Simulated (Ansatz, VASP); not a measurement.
SiNi2 in VASP and in Ansatz

```
CELL_PARAMETERS angstrom
3.86846 0.00000 0.00000
-1.93423 3.35019 0.00000
0.00000 0.00000 4.91699
ATOMIC_POSITIONS crystal
Si 0.33333 0.66667 0.75000
Si 0.66667 0.33333 0.25000
Ni 0.00000 0.00000 0.06101
Ni 0.00000 0.00000 0.43899
Ni 0.33333 0.66667 0.25000
Ni 0.66667 0.33333 0.75000
```

Change from the starting cell: mode 14 (307.9 1/cm) frozen in, largest displacement -0.300 Å.

Alike in both runs: task single point; functional PBEsol; k mesh 12 × 12 × 10; occupations gaussian, width 0.15 eV; no spin polarisation.

|  | VASP | Ansatz |
| --- | --- | --- |
| version | VASP 6.6.1 | Ansatz 0.2.0 |
| potentials or method | VASP PAW PBE potentials, release 64 (Si, Ni), cutoff 520 eV | scalar-relativistic, plane waves, PAW |
| valence electrons in the cell | 48 | 80 |

|  | VASP | Ansatz | Ansatz less VASP |
| --- | --- | --- | --- |
| gap on the k mesh at the Fermi level (eV) | none | none | - |
| pressure (GPa) | 18.6 | 19.0 | +0.45 |
| traceless stress, the component that is largest in VASP (GPa) | 18.99 | 20.44 | +1.456 |
| rms of the force components (eV/Å) | 3.734 | 3.876 | +0.1417 |

VASP's potentials were made for PBE, not for PBEsol. Atom by atom the forces differ by 0.142 eV/Å (rms over components). A gap of «none» marks a metal or a gap that the smearing closes. With one functional, cell and mesh, what is left measures potentials, basis and numerics. VASP's potentials hold 48 valence electrons a cell and Ansatz's 80, so a difference there can come from the potentials and not from the codes.
